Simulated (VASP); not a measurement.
Ba:

```
Ba
1.0
     0.00000    3.17115    3.17115
     3.17115    0.00000    3.17115
     3.17115    3.17115    0.00000
Ba
1
Direct
  0.00000 0.00000 0.00000
```

This isn't the form of Ba at room conditions, which is bcc.

| Item | Value |
| --- | --- |
| Program | VASP 6.6.1 |
| Task | relaxation of cell and atoms |
| Functional | PBEsol |
| Potentials or basis | VASP PAW PBE potentials, release 64 (Ba_sv) |
| Cutoff | 500 eV |
| k mesh | 12 × 12 × 12 |
| Occupations | gaussian, width 0.1 eV |
| Spin | no spin polarisation |

At the start: pressure -0.6 GPa; volume 63.78 Å³/atom.

Problem. How do energy, volume and symmetry change on relaxing?

Solution. Over 3 steps the energy falls by 9.3 meV/atom and the volume is 58.97 Å³/atom (-7.5 %); space group Fm-3m (No. 225, to 0.1 Å) before and after.

Step by step:
| step | energy change (eV) | largest force (eV/Å) | pressure (GPa) | volume (Å³) |
| --- | --- | --- | --- | --- |
| 1 | 0.0000 | 0.0000 | -0.61 | 63.78 |
| 2 | -0.0066 | 0.0000 | -0.35 | 61.56 |
| 3 | -0.0093 | 0.0000 | 0.01 | 58.97 |

Final structure:
```xyz
1
Lattice="0.0000 3.0893 3.0893 3.0893 0.0000 3.0893 3.0893 3.0893 0.0000" Properties=species:S:1:pos:R:3 pbc="T T T"
Ba    0.0000    0.0000    0.0000
```

Caveat: the PAW data sets were made with another functional, which shifts forces and pressure a little.
